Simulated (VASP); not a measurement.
Input of a VASP 6.6.1 run:

The input INCAR:

```
ALGO = Normal ; EDIFF = 1E-8
ENCUT = 520 ; GGA = PE
ISIF = 2 ; ISMEAR = -1
LASPH = T ; LCHARG = F
LEFG = T ; LREAL = F
LWAVE = F ; NBANDS = 14
NELM = 100 ; PREC = Accurate
SIGMA = 0.08
```

Contents of KPOINTS:

```
k-points
0
Gamma
  13 13 13
```

The input POSCAR:

```
PtC
1.0
    0.0000000000      2.3712760614      2.3357959920
    2.3712760614      0.0000000000      2.3357959920
    2.3712760614      2.3712760614      0.0000000000
Pt C
1 1
Direct
    0.0000000000      0.0000000000      0.0000000000
    0.2500000000      0.2500000000      0.2500000000
```

Potentials or basis: VASP PAW PBE potentials, release 64 (Pt, C).

Command:

```console
$ cat potpaw_PBE.64/Pt/POTCAR potpaw_PBE.64/C/POTCAR > POTCAR
$ mpirun -np 1 vasp_std > vasp.out
```

(1) Predict the pressure.

(2) What does it give for the band gap on the k mesh?

## Answers

(1) 0.1 GPa.

(2) zero (bands 7 and 8 overlap by 4.36 eV).

Caveat: without QUAD_EFG the Cq values of the log hold for a quadrupole moment of 1 mb, not for the nuclei; spin-orbit coupling is left out, which moves the levels of the heavy elements.
